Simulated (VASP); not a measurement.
Here is a VASP 6.6.1 calculation.

Contents of POSCAR:

```
NaI
1.0
    0.0000000000      3.2000000000      3.2000000000
    3.2000000000      0.0000000000      3.2000000000
    3.2000000000      3.2000000000      0.0000000000
Na I
1 1
Direct
    0.0000000000      0.0000000000      0.0000000000
    0.5000000000      0.5000000000      0.5000000000
```

The input INCAR.step1:

```
PREC = Accurate
ENCUT = 520
ISMEAR = -1
SIGMA = 0.05
LREAL = F
LASPH = T
NELM = 100
NBANDS = 14
GGA = PE
ALGO = Normal
EDIFF = 1E-4
LWAVE = T
LCHARG = F
```

INCAR.step2

```
PREC = Accurate
ENCUT = 520
EDIFF = 1E-7
ISMEAR = -1
SIGMA = 0.05
LREAL = F
LASPH = T
NELM = 100
ALGO = Normal
ISIF = 2
LWAVE = F
LCHARG = F
METAGGA = R2SCAN
LMIXTAU = T
NBANDS = 14
ISTART = 1
```

Contents of KPOINTS:

```
Automatic mesh
0
Gamma
  7 7 7
```

Potentials or basis: VASP PAW PBE potentials, release 64 (Na_pv, I).

The run is started by

```sh
$ cat potpaw_PBE.64/Na_pv/POTCAR potpaw_PBE.64/I/POTCAR > POTCAR
$ cp INCAR.step1 INCAR
$ mpirun -np 1 vasp_std > vasp.out
$ cp INCAR.step2 INCAR
$ mpirun -np 1 vasp_std > vasp.out
```

(1) Estimate the band gap on the k mesh.

(2) What does it give for the pressure?

Answers

(1) 4.55 eV.

(2) 0.4 GPa.

Caveat: the PAW data sets were made with another functional, which shifts forces and pressure a little; spin-orbit coupling is left out, which moves the levels of the heavy elements.
